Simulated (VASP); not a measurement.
Write the native input for VASP 6.6.1 that does the following.

| Property | Result |
| --- | --- |
| Task | single point |
| Functional | PBE |
| Potentials or basis | VASP PAW PBE potentials, release 64 (Zr_sv, B) |
| Cutoff | 520 eV |
| k mesh | 12 × 12 × 9 |
| Occupations | fermi-dirac, width 0.05 eV |
| Spin | no spin polarisation |
| Dipole correction | no |
| Further INCAR settings | ALGO = Normal; EDIFF = 1e-06; NBANDS = 16 |

The structure of ZrB2 lies in POSCAR:

```
ZrB2
1.0
    3.1649998255      0.0000000000      0.0000000000
   -1.5824999128      2.7409702519      0.0000000000
    0.0000000000      0.0000000000      3.5552000000
Zr B
1 2
Direct
    0.0000000000      0.0000000000      0.0000000000
    0.3333333333      0.6666666667      0.5000000000
    0.6666666667      0.3333333333      0.5000000000
```

This cell differs from its parent crystal: zz strain of +1 %.

One way to write it, as run:

INCAR

```
PREC = Accurate ; ENCUT = 520
EDIFF = 1E-6 ; ISMEAR = -1
SIGMA = 0.05 ; LREAL = False
LASPH = True ; NELM = 80
ALGO = Normal ; ISIF = 2
LWAVE = False ; LCHARG = False
GGA = PE ; NBANDS = 16
```

KPOINTS

```
Automatic mesh
0
Gamma
  12 12 9
```

Potentials or basis: VASP PAW PBE potentials, release 64 (Zr_sv, B).

Command:

```bash
$ cat potpaw_PBE.64/Zr_sv/POTCAR potpaw_PBE.64/B/POTCAR > POTCAR
$ mpirun -np 1 vasp_std > vasp.out
```

It gave:

| Item | Value |
| --- | --- |
| Pressure | 0.3 GPa |
| Band gap on the k mesh | zero (bands 9 and 10 overlap by 1.37 eV) |

Caveat: the cell differs from its parent crystal (zz strain of +1 %).

It used 48 s of CPU time on 1 thread of Intel Xeon 8259CL, on a shared host.
